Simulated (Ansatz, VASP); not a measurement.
# Two plane-wave programs on BaTiO3

File POSCAR:

```
BaTiO3
1.0
    4.0060000000      0.0000000000      0.0000000000
    0.0000000000      4.0060000000      0.0000000000
    0.0000000000      0.0000000000      4.0060000000
Ba Ti O
1 1 3
Direct
    0.5000000000      0.5000000000      0.5000000000
    0.0000000000      0.0000000000      0.0000000000
    0.5000000000      0.0000000000      0.0000000000
    0.0000000000      0.5000000000      0.0000000000
    0.0000000000      0.0000000000      0.5000000000
```

The input INCAR.step1:

```
ALGO = Normal
EDIFF = 1E-5
ENCUT = 1100
GGA = PE
GGA_COMPAT = F
ISMEAR = -1
LASPH = T
LCHARG = F
LREAL = F
LWAVE = T
NBANDS = 28
NELM = 120
PREC = Accurate
SIGMA = 0.02
```

File INCAR.step2:

```
ALGO = Normal
EDIFF = 1E-8
ENCUT = 1100
GGA_COMPAT = F
ISIF = 2
ISMEAR = -1
ISTART = 1
LASPH = T
LCHARG = F
LEFG = T
LMIXTAU = T
LREAL = F
LWAVE = F
METAGGA = R2SCAN
NBANDS = 28
NELM = 120
PREC = Accurate
SIGMA = 0.02
```

File KPOINTS:

```
k-points
0
Gamma
  8 8 8
```

Input for Ansatz:

```yaml
crystal:
  lattice:
    - [4.006, 0.0, 0.0]
    - [0.0, 4.006, 0.0]
    - [0.0, 0.0, 4.006]
  atoms:
    - { symbol: Ba, position: [0.5, 0.5, 0.5] }
    - { symbol: Ti, position: [0.0, 0.0, 0.0] }
    - { symbol: O, position: [0.5, 0.0, 0.0] }
    - { symbol: O, position: [0.0, 0.5, 0.0] }
    - { symbol: O, position: [0.0, 0.0, 0.5] }
kpoints:
  mp_grid: { grid: [8, 8, 8] }
scf:
  occupations: { method: fermi_dirac, width: 0.02 }
hamiltonian:
  xc: r2scan
  pseudopotentials: { kind: paw }
output:
  forces: true
  stress: true
  populations: true
  efg:
    quadrupole_moments_barn: { Ba: 0.236, Ti: 0.247, O: -0.02558 }
    contact_densities: true
```

Alike in both runs: task electric field gradients; functional r2SCAN; k mesh 8 × 8 × 8; occupations fermi-dirac, width 0.02 eV; no spin polarisation.

|  | VASP | Ansatz |
| --- | --- | --- |
| version | VASP 6.6.1 | Ansatz 0.2.0 |
| potentials or method | VASP PAW PBE potentials, release 64 (Ba_sv, Ti_sv, O_h) | plane-wave PAW, scalar-relativistic |
| plane-wave cutoff (eV) | 1100 | 500 |
| valence electrons in the cell | 40 | 40 |

|  | VASP | Ansatz | Ansatz less VASP |
| --- | --- | --- | --- |
| gap on the k mesh at the Fermi level (eV) | 2.14 | 2.15 | +0.014 |
| size of Vzz on the site where it differs most (V/Å²) | 30.7 | 30.0 | -0.76 |

VASP's potentials were made for PBE, not for r2SCAN.

Neither program's run includes spin-orbit coupling.
